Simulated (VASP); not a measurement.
Here is a VASP 6.6.1 calculation.

Contents of POSCAR:

```
MoS2
1.0
    3.1841260822      0.0000000000      0.0000000000
   -1.5920630411      2.7575340760      0.0000000000
    0.0000000000      0.0000000000     17.3345999500
Mo S
1 2
Direct
    0.0000000000      0.0000000000      0.0000000000
    0.3333333333      0.6666666667      0.9105070200
    0.3333333333      0.6666666667      0.0894929800
```

INCAR.step1

```
SYSTEM = MoS2
ALGO = Normal ; EDIFF = 1E-4
ENCUT = 520 ; GGA = PE
ISMEAR = 0 ; LASPH = .True.
LCHARG = .False. ; LREAL = .False.
LWAVE = .True. ; NBANDS = 20
NELM = 100 ; PREC = Accurate
SIGMA = 0.01
```

INCAR.step2

```
SYSTEM = MoS2
ALGO = Normal ; EDIFF = 1E-6
ENCUT = 520 ; ISIF = 2
ISMEAR = 0 ; ISTART = 1
LASPH = .True. ; LCHARG = .False.
LMIXTAU = .True. ; LREAL = .False.
LWAVE = .False. ; METAGGA = R2SCAN
NBANDS = 20 ; NELM = 100
PREC = Accurate ; SIGMA = 0.01
```

File KPOINTS:

```
k-points
0
Gamma
  12 12 2
  0 0 0
```

Potentials or basis: VASP PAW PBE potentials, release 64 (Mo_sv, S).

The run is started by

```console
$ cat potpaw_PBE.64/Mo_sv/POTCAR potpaw_PBE.64/S/POTCAR > POTCAR
$ cp INCAR.step1 INCAR
$ mpirun -np 1 vasp_std > vasp.out
$ cp INCAR.step2 INCAR
$ mpirun -np 1 vasp_std > vasp.out
```

Predict the largest force.

0.022 eV/Å.

Estimate the band gap on the k mesh.

1.68 eV, indirect (least direct gap 1.77 eV).

Forces in eV/Å, atoms in the order of the input:
```
Mo   0.000  0.000  0.000
S    0.000  0.000 -0.022
S    0.000  0.000  0.022
```

Caveat: the PAW data sets were made with another functional, which shifts forces and pressure a little.
